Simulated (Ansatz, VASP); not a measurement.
# Two plane-wave programs on Si

```xyz
1
Lattice="-1.6588 1.6588 1.3462 1.6588 -1.6588 1.3462 1.6588 1.6588 -1.3462" Properties=species:S:1:pos:R:3 pbc="T T T"
Si    0.0000    0.0000    0.0000
```

Alike in both runs: task single point; functional r2SCAN; k mesh 13 × 13 × 13; occupations fermi-dirac, width 0.05 eV; no spin polarisation.

|  | VASP | Ansatz |
| --- | --- | --- |
| version | VASP 6.6.1 | Ansatz 0.2.0 |
| potentials or method | VASP PAW PBE potentials, release 64 (Si) | Ansatz PAW |
| plane-wave cutoff (eV) | 520 | 500 |
| valence electrons in the cell | 4 | 4 |

Ansatz gave:

- gap on the k mesh at the Fermi level (eV): none
- pressure (GPa): -4.8
- traceless stress, the component that is largest in VASP (GPa): -3.45

**Question.** What did VASP give for the same quantities?

**Answer.** gap on the k mesh at the Fermi level (eV): none; pressure (GPa): -4.8; traceless stress, the component that is largest in VASP (GPa): -3.46.

VASP's potentials were made for PBE, not for r2SCAN. A gap of «none» marks a metal or a gap that the smearing closes.
